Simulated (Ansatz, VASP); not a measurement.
One calculation of AlFe, two programs

```xyz
2
Lattice="2.9293 0.0000 0.0000 0.0000 2.9293 0.0000 0.0000 0.0000 2.9293" Properties=species:S:1:pos:R:3 pbc="T T T"
Al    0.0000    0.0000    0.0000
Fe    1.4646    1.4646    1.4646
```

Change from the starting cell: volume scaled by 1.02, PAW files.

Alike in both runs: task electric field gradients; functional PBE; k mesh 12 × 12 × 12; occupations fermi-dirac, width 0.05 eV; collinear spin.

|  | VASP | Ansatz |
| --- | --- | --- |
| version | VASP 6.6.1 | Ansatz 0.2.0 |
| potentials or method | VASP PAW PBE potentials, release 64 (Al, Fe) | PAW with Ansatz's default frozen-core files, scalar-relativistic |
| plane-wave cutoff (eV) | 520 | 420 |
| valence electrons in the cell | 11 | 19 |

```tsv
	VASP	Ansatz	Ansatz less VASP
pressure (GPa)	-8.7	-8.7	+0.02
net moment per atom (μB)	0.38	0.38	+0.001
size of the moment on the site where the two differ most (μB)	0.03	0.03	+0.007
```

Site moments also hang on the region over which each program counts them. VASP's potentials hold 11 valence electrons a cell and Ansatz's 19, so a difference there can come from the potentials and not from the codes.
